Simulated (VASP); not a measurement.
Write the native input for VASP 6.6.1 that does the following.

- Task: single point
- Functional: PBE
- Potentials or basis: VASP PAW PBE potentials, release 64 (B, N)
- Cutoff: 600 eV
- k mesh: 1 × 1 × 1
- Occupations: fermi-dirac, width 0.01 eV
- Spin: no spin polarisation
- Dipole correction: no
- Further INCAR settings: LREAL = Auto; ALGO = Normal; EDIFF = 1e-06; NBANDS = 96

The structure of BN lies in POSCAR:

```
BN
1.0
    7.4650312800      0.0000000000      0.0000000000
   -3.7325156400      6.4649067300      0.0000000000
    0.0000000000      0.0000000000      6.4954828800
B N
18 18
Direct
    0.1111968464      0.2221364870      0.2500000000
    0.2221364870      0.1111968464      0.7500000000
    0.1111968464      0.5554698203      0.2500000000
    0.2221364870      0.4445301797      0.7500000000
    0.1111968464      0.8888031536      0.2500000000
    0.2221364870      0.7778635130      0.7500000000
    0.4445301797      0.2221364870      0.2500000000
    0.5554698203      0.1111968464      0.7500000000
    0.4445301797      0.5554698203      0.2500000000
    0.5554698203      0.4445301797      0.7500000000
    0.4445301797      0.8888031536      0.2500000000
    0.5554698203      0.7778635130      0.7500000000
    0.7778635130      0.2221364870      0.2500000000
    0.8888031536      0.1111968464      0.7500000000
    0.7778635130      0.5554698203      0.2500000000
    0.8888031536      0.4445301797      0.7500000000
    0.7778635130      0.8888031536      0.2500000000
    0.8888031536      0.7778635130      0.7500000000
    0.1114069254      0.2219264080      0.7500000000
    0.2219264080      0.1114069254      0.2500000000
    0.1114069254      0.5552597413      0.7500000000
    0.2219264080      0.4447402587      0.2500000000
    0.1114069254      0.8885930746      0.7500000000
    0.2219264080      0.7780735920      0.2500000000
    0.4447402587      0.2219264080      0.7500000000
    0.5552597413      0.1114069254      0.2500000000
    0.4447402587      0.5552597413      0.7500000000
    0.5552597413      0.4447402587      0.2500000000
    0.4447402587      0.8885930746      0.7500000000
    0.5552597413      0.7780735920      0.2500000000
    0.7780735920      0.2219264080      0.7500000000
    0.8885930746      0.1114069254      0.2500000000
    0.7780735920      0.5552597413      0.7500000000
    0.8885930746      0.4447402587      0.2500000000
    0.7780735920      0.8885930746      0.7500000000
    0.8885930746      0.7780735920      0.2500000000
```

One way to write it, as run:

INCAR

```
ALGO     = Normal         # electronic algorithm
EDIFF    = 1E-6           # SCF threshold, eV
ENCUT    = 600            # plane-wave cutoff, eV
GGA      = PE             # functional
GGA_COMPAT= F            
ISIF     = 2              # what is computed and relaxed
ISMEAR   = -1             # smearing method
LASPH    = T              # aspherical terms in the spheres
LCHARG   = F              # write CHGCAR
LREAL    = Auto         
LWAVE    = F              # write WAVECAR
NBANDS   = 96             # bands
NELM     = 120            # most SCF steps
PREC     = Accurate       # precision mode
SIGMA    = 0.01           # smearing width, eV
```

KPOINTS

```
k-points
0
Gamma
  1 1 1
```

Potentials or basis: VASP PAW PBE potentials, release 64 (B, N).

Launch:

```bash
$ cat potpaw_PBE.64/B/POTCAR potpaw_PBE.64/N/POTCAR > POTCAR
$ mpirun -np 1 vasp_gam > vasp.out
```

Results of the run:

The pressure is 9.1 GPa. The largest force is 0.221 eV/Å and the band gap on the k mesh is 4.97 eV.

Caveat: the k points lie up to 0.97 Å⁻¹ apart; an odd mesh through Γ misses points on the zone boundary, where band edges can lie; this functional lacks dispersion, which binds the layers, so the pressure and a relaxed spacing across them are unreliable.

Run time: 86 s on 1 thread of AMD EPYC 7R43 64-Core Processor (Zen 3), on a shared host, peak memory 0.37 GiB.
